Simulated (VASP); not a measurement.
NaF (Villiaumite), 2 atoms in the cell. Symmetry: Fm-3m, No. 225, cubic system. The conventional cell has a = 4.594 Å, b = 4.594 Å, c = 4.594 Å, α = 90.00°, β = 90.00°, γ = 90.00°. Na (site symmetry m-3m) has 6 F at 2.30 Å within 3.0 Å. F (site symmetry m-3m) has 6 Na at 2.30 Å within 3.0 Å. 

| Quantity | Value |
| --- | --- |
| Program | VASP 6.6.1 |
| Task | single point |
| Functional | PBE |
| Potentials or basis | VASP PAW PBE potentials, release 64 (Na_pv, F) |
| Cutoff | 520 eV |
| k mesh | 10 × 10 × 10 |
| Occupations | fermi-dirac, width 0.02 eV |
| Spin | no spin polarisation |
| Dipole correction | no |
| Further INCAR settings | ALGO = Normal; EDIFF = 1e-06; NBANDS = 14 |

Potentials or basis: VASP PAW PBE potentials, release 64 (Na_pv, F).

Launch:

```console
$ cat potpaw_PBE.64/Na_pv/POTCAR potpaw_PBE.64/F/POTCAR > POTCAR
$ mpirun -np 1 vasp_std > vasp.out
```

Hardware: 1 thread of Intel(R) Xeon(R) Platinum 8259CL CPU @ 2.50GHz (Skylake/Cascade Lake), with other jobs on the host.

**Question.** How long does it take, and how much memory?

**Answer.** Run time: 9.1 s on 1 thread of Intel(R) Xeon(R) Platinum 8259CL CPU @ 2.50GHz (Skylake/Cascade Lake) (shared host), peak memory 0.14 GiB. Counts: scf iterations 12, k points 47.
